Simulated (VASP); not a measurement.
A run of VASP 6.6.1:

The input INCAR:

```
SYSTEM = Al
ALGO = Normal
EDIFF = 1E-6
EDIFFG = -0.001
ENCUT = 600
IBRION = 2
ISIF = 3
ISMEAR = -1
LASPH = .TRUE.
LCHARG = .FALSE.
LREAL = .FALSE.
LWAVE = .FALSE.
NELM = 100
NSW = 80
PREC = Accurate
SIGMA = 0.15
```

Contents of KPOINTS:

```
k-points
0
G
  18 18 18
  0 0 0
```

The input POSCAR:

```
Al
1.0
    0.0000000000      1.9917981732      1.9917981732
    1.9917981732      0.0000000000      1.9917981732
    1.9917981732      1.9917981732      0.0000000000
Al
1
Direct
    0.0000000000      0.0000000000      0.0000000000
```

Potentials or basis: VASP PAW LDA potentials, release 64 (Al).

Run with:

```console
$ cat potpaw_LDA.64/Al/POTCAR > POTCAR
$ mpirun -np 1 vasp_std > vasp.out
```

Hardware: 1 thread of Intel Xeon 8259CL, with other jobs on the host.

Task: Estimate the wall time of this run.

Result: Run time: 20 s on 1 thread of Intel Xeon 8259CL, on a shared host, peak memory 0.13 GiB. Counts: scf iterations 14, k points 195, ion steps 3.
